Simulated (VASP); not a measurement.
Au, 4 atoms in the cell. Symmetry: Cmcm, No. 63, orthorhombic system. The conventional cell has a = 2.808 Å, b = 5.038 Å, c = 5.014 Å, α = 90.00°, β = 90.00°, γ = 90.00°. Within 3.7 Å of Au (site symmetry m2m) lie 12 Au at 2.81 to 3.00 Å.  This cell differs from its parent crystal: biaxial strain in the a-b plane: -2.0 %, then relaxed in part.

* Program: VASP 6.6.1
* Task: single point
* Functional: PBE
* Potentials or basis: VASP PAW PBE potentials, release 64 (Au)
* Cutoff: 520 eV
* k mesh: 18 × 10 × 12
* Occupations: gaussian, width 0.1 eV
* Spin: no spin polarisation
* Dipole correction: no
* Further INCAR settings: ALGO = Fast; EDIFF = 1e-06; NBANDS = 30

Potentials or basis: VASP PAW PBE potentials, release 64 (Au).

Launch:

```sh
$ cat potpaw_PBE.64/Au/POTCAR > POTCAR
$ mpirun -np 1 vasp_std > vasp.out
```

Hardware: 1 thread of AMD EPYC 9R45 96-Core Processor (Zen 5), with other jobs on the host.

Question: Estimate the wall time of this run.

Answer: Wall time 6.6 min on 1 thread of AMD EPYC 9R45 96-Core Processor (Zen 5), with other jobs on the host, peak memory 0.65 GiB. Counts: scf iterations 13, k points 420.
